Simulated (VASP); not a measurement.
Set up this calculation in VASP 6.6.1, as the native input.

* Task: single point
* Functional: PBE
* Dispersion: D4
* Potentials or basis: VASP PAW PBE potentials, release 64 (Hf_pv, O)
* Cutoff: 520 eV
* k mesh: 9 × 9 × 9
* Occupations: fermi-dirac, width 0.05 eV
* Spin: no spin polarisation
* Dipole correction: no
* Further INCAR settings: ALGO = Normal; EDIFF = 1e-06; NBANDS = 18

The structure of HfO2 lies in POSCAR:

```
HfO2
1.0
    0.0000000000      2.5052914730      2.5052914730
    2.5052914730      0.0000000000      2.5052914730
    2.5052914730      2.5052914730      0.0000000000
Hf O
1 2
Direct
    0.0000000000      0.0000000000      0.0000000000
    0.7500000000      0.7500000000      0.7500000000
    0.2500000000      0.2500000000      0.2500000000
```

These files were run (other wordings do the same):

INCAR

```
SYSTEM = HfO2
PREC     = Accurate       ! precision mode
ENCUT    = 520            ! plane-wave cutoff, eV
EDIFF    = 1E-6           ! SCF threshold, eV
ISMEAR   = -1             ! smearing method
SIGMA    = 0.05           ! smearing width, eV
LREAL    = .FALSE.        ! projectors in reciprocal space
LASPH    = .TRUE.         ! aspherical terms in the spheres
NELM     = 60             ! most SCF steps
ALGO     = Normal         ! electronic algorithm
ISIF     = 2              ! what is computed and relaxed
LWAVE    = .FALSE.        ! write WAVECAR
LCHARG   = .TRUE.         ! write CHGCAR
GGA      = PE             ! functional
IVDW     = 13             ! dispersion correction
LELF     = .TRUE.         ! ELF
LVHAR    = .TRUE.       
NBANDS   = 18             ! bands
```

KPOINTS

```
regular mesh
0
G
  9 9 9
  0 0 0
```

Potentials or basis: VASP PAW PBE potentials, release 64 (Hf_pv, O).

Run with:

```sh
$ cat potpaw_PBE.64/Hf_pv/POTCAR potpaw_PBE.64/O/POTCAR > POTCAR
$ mpirun -np 1 vasp_std > vasp.out
```

It gave:

| Property | Result |
| --- | --- |
| Pressure | 6.4 GPa |
| Band gap on the k mesh | 4.01 eV, indirect (least direct gap 4.13 eV) |
| Dispersion energy per atom | -0.203 eV |

Caveat: spin-orbit coupling is left out, which moves the levels of the heavy elements.

Run time: 48 s on 1 thread of AMD EPYC 7571, with other jobs on the host, peak memory 0.14 GiB.
